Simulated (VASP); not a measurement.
Wanted: the native input for a VASP 6.6.1 run.

| Quantity | Value |
| --- | --- |
| Task | single point |
| Functional | LDA |
| Potentials or basis | VASP PAW LDA potentials, release 64 (Te) |
| Cutoff | 520 eV |
| k mesh | 9 × 9 × 6 |
| Occupations | methfessel-paxton, width 0.03 eV |
| Spin | no spin polarisation |
| Dipole correction | no |
| Further INCAR settings | ALGO = Normal; EDIFF = 1e-07; NBANDS = 16 |

The structure of Te lies in POSCAR:

```
Te
1.0
    4.2966332825      0.0000000000      0.0000000000
   -2.1483166412      3.7209935734      0.0000000000
    0.0000000000      0.0000000000      5.9041060663
Te
3
Direct
    0.2855404168      1.0000000000      0.3333333333
    1.0000000000      0.2855404168      0.6666666667
    0.7144595832      0.7144595832      1.0000000000
```

These files were run (other wordings do the same):

INCAR

```
SYSTEM = Te
  ALGO = Normal
  EDIFF = 1E-7
  ENCUT = 520
  ISIF = 2
  ISMEAR = 1
  LASPH = .TRUE.
  LCHARG = .FALSE.
  LREAL = .FALSE.
  LWAVE = .FALSE.
  NBANDS = 16
  NELM = 80
  PREC = Accurate
  SIGMA = 0.03
```

KPOINTS

```
k-points
0
G
  9 9 6
  0 0 0
```

Potentials or basis: VASP PAW LDA potentials, release 64 (Te).

Run with:

```console
$ cat potpaw_LDA.64/Te/POTCAR > POTCAR
$ mpirun -np 1 vasp_std > vasp.out
```

It gave:

```
Pressure               : 0.0 GPa
Largest force          : 0.024 eV/Å
Band gap on the k mesh : zero (filled and empty bands touch)
```

Caveat: spin-orbit coupling is left out, which moves the levels of the heavy elements.

It took 27 s on 1 thread of Intel(R) Xeon(R) 6975P-C (Granite Rapids), on a shared host, peak memory 0.22 GiB.
